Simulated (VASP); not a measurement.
Write the native input for VASP 6.6.1 that does the following.

```yaml
Task: single point
Functional: PBE
Potentials_or_basis: VASP PAW PBE potentials, release 64 (Cr_pv, O)
Cutoff: 520 eV
k_mesh: 4 × 4 × 6
Occupations: gaussian, width 0.1 eV
Spin: collinear spin, ferromagnetic start
Starting_moments: "[1.9, 1.9, 0.0, 0.0, 0.0, 0.0] μB"
Dipole_correction: no
Further_INCAR_settings: ALGO = Normal; EDIFF = 1e-06; NBANDS = 37
```

The structure of CrO2 lies in POSCAR:

```
CrO2
1.0
    4.4407916467      0.0000000000      0.0000000000
    0.0000000000      4.4407916467      0.0000000000
    0.0000000000      0.0000000000      2.9227454925
Cr O
2 4
Direct
    0.0000000000      0.0000000000      0.5000000000
    0.5000000000      0.5000000000      0.0000000000
    0.1967873609      0.1967873609      0.0000000000
    0.3032126391      0.6967873609      0.5000000000
    0.8032126391      0.8032126391      0.0000000000
    0.6967873609      0.3032126391      0.5000000000
```

One way to write it, as run:

INCAR

```
  PREC = Accurate
  ENCUT = 520
  EDIFF = 1E-6
  ISMEAR = 0
  SIGMA = 0.1
  LREAL = F
  LASPH = T
  NELM = 150
  ALGO = Normal
  ISIF = 2
  LWAVE = F
  LCHARG = T
  ISPIN = 2
  MAGMOM = 1.9 1.9 0 0 0 0
  LORBIT = 11
  LMAXMIX = 4
  GGA = PE
  LELF = T
  LVHAR = T
  NBANDS = 37
```

KPOINTS

```
regular mesh
0
Gamma
  4 4 6
```

Potentials or basis: VASP PAW PBE potentials, release 64 (Cr_pv, O).

The run is started by

```bash
$ cat potpaw_PBE.64/Cr_pv/POTCAR potpaw_PBE.64/O/POTCAR > POTCAR
$ mpirun -np 1 vasp_std > vasp.out
```

Results of the run:

The pressure is 0.8 GPa. The largest force is 0.024 eV/Å. The band gap on the k mesh is zero (filled and empty bands overlap) and the net moment is 4.00 μB per cell. The site moments are Cr +2.10; O -0.08 μB and the valence electrons inside the program's atomic spheres are Cr 10.83; O 5.03.

Caveat: semilocal functionals often make such compounds metallic where correlation or magnetic order opens a gap, which also shifts bond lengths; only a ferromagnetic start was run, and an antiferromagnetic order may lie lower in energy.

Run time: 100 s on 1 thread of Intel(R) Xeon(R) Platinum 8259CL CPU @ 2.50GHz (Skylake/Cascade Lake) (shared host), peak memory 0.23 GiB.
